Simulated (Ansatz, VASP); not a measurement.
## One calculation of Al, two programs

```
CELL_PARAMETERS angstrom
0.00000 1.99362 2.02398
1.99362 0.00000 2.02398
1.99362 1.99362 0.00000
ATOMIC_POSITIONS crystal
Al 0.00000 0.00000 0.00000
```

Change from the starting cell: strain -0.015 along x and y, +0.000 along z, atoms carried along.

Alike in both runs: task single point; functional PBE; k mesh 20 × 20 × 20; occupations gaussian, width 0.15 eV; no spin polarisation.

```csv
,VASP,Ansatz
version,VASP 6.6.1,Ansatz 0.2.0
potentials or method,"VASP PAW PBE potentials, release 64 (Al), cutoff 520 eV","scalar-relativistic, plane waves, PAW"
valence electrons in the cell,3,3
```

|  | VASP | Ansatz | Ansatz less VASP |
| --- | --- | --- | --- |
| gap on the k mesh at the Fermi level (eV) | none | none | - |
| pressure (GPa) | 2.0 | 2.0 | +0.04 |
| traceless stress, the component that is largest in VASP (GPa) | -0.33 | -0.34 | -0.005 |

A gap of «none» marks a metal or a gap that the smearing closes. With one functional, cell and mesh, what is left measures potentials, basis and numerics.
